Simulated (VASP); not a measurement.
A run of VASP 6.6.1:

The input INCAR:

```
SYSTEM = HRh6
PREC = Accurate
ENCUT = 520
EDIFF = 1E-6
ISMEAR = 0
SIGMA = 0.1
LREAL = .False.
LASPH = .True.
NELM = 80
ALGO = Normal
ISIF = 2
LWAVE = .False.
LCHARG = .False.
LDIPOL = .True.
IDIPOL = 3
DIPOL = 0.5 0.5 0.292
GGA = PE
NBANDS = 104
```

KPOINTS

```
Automatic mesh
0
Gamma
  6 6 1
  0 0 0
```

File POSCAR:

```
HRh6
1.0
    5.4165863251      0.0000000000      0.0000000000
   -2.7082931626      4.6909013593      0.0000000000
    0.0000000000      0.0000000000     22.2966119230
Rh H
12 2
Direct
    0.3333333333      0.1666666667      0.1793994538
    0.3333333333      0.6666666667      0.1793994538
    0.8333333333      0.1666666667      0.1793994538
    0.8333333333      0.6666666667      0.1793994538
    0.1666666667      0.3333333333      0.2757769167
    0.1666666667      0.8333333333      0.2757769167
    0.6666666667      0.3333333333      0.2757769167
    0.6666666667      0.8333333333      0.2757769167
    0.0000000000      0.0000000000      0.3721019118
    0.0000000000      0.5000000000      0.3721019118
    0.5000000000      0.0000000000      0.3721019118
    0.5000000000      0.5000000000      0.3721019118
    0.1514581709      0.3029163418      0.3922843503
    0.3485418291      0.6970836582      0.3922843503
```

Potentials or basis: VASP PAW PBE potentials, release 64 (Rh_pv, H).

The run is started by

```console
$ cat potpaw_PBE.64/Rh_pv/POTCAR potpaw_PBE.64/H/POTCAR > POTCAR
$ mpirun -np 1 vasp_std > vasp.out
```

Hardware: 1 thread of Intel(R) Xeon(R) Platinum 8488C (Sapphire Rapids), with other jobs on the host.

Q: Estimate the wall time of this run.

A: It took 29 min on 1 thread of Intel(R) Xeon(R) Platinum 8488C (Sapphire Rapids), on a shared host, peak memory 0.9 GiB. Counts: scf iterations 36, k points 13.
